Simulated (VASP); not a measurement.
Wanted: the native input for a VASP 6.6.1 run.

```yaml
Task: single point
Functional: PBE
Potentials_or_basis: VASP PAW PBE potentials, release 64 (Te)
Cutoff: 520 eV
k_mesh: 4 × 4 × 4
Occupations: gaussian, width 0.1 eV
Spin: no spin polarisation
Dipole_correction: no
Further_INCAR_settings: ALGO = Normal; EDIFF = 1e-06; NBANDS = 20
```

The structure of Te lies in POSCAR:

```
Te
1.0
    5.0110566088     -0.3601051926     -0.1639906310
    0.4152004300      5.8870064781     -0.5847256257
    0.0622486251     -2.4793552528      5.5669773091
Te
4
Direct
    0.3113174418      0.3776855182      0.9525508408
    0.8067705056      0.5834423172      0.6022090835
   -0.0152189617      0.1469975682      0.1768038835
    0.4799917982      0.8130197558      0.3796636146
```

The cell was built from a structure type or drawn by symmetry, and may not be a known phase.

The input as run:

INCAR

```
  ALGO = Normal
  EDIFF = 1E-6
  ENCUT = 520
  GGA = PE
  ISIF = 2
  ISMEAR = 0
  LASPH = True
  LCHARG = False
  LREAL = False
  LWAVE = False
  NBANDS = 20
  NELM = 60
  PREC = Accurate
  SIGMA = 0.1
```

KPOINTS

```
k-points
0
Gamma
  4 4 4
```

Potentials or basis: VASP PAW PBE potentials, release 64 (Te).

Run with:

```sh
$ cat potpaw_PBE.64/Te/POTCAR > POTCAR
$ mpirun -np 1 vasp_std > vasp.out
```

It gave:

| Item | Value |
| --- | --- |
| Pressure | 0.0 GPa |
| Largest force | 0.038 eV/Å |
| Band gap on the k mesh | 0.26 eV (least direct gap 0.57 eV) |

Caveat: spin-orbit coupling is left out, which moves the levels of the heavy elements.

Wall time 93 s on 1 thread of Intel(R) Xeon(R) Platinum 8259CL CPU @ 2.50GHz (Skylake/Cascade Lake), with other jobs on the host, peak memory 0.31 GiB.
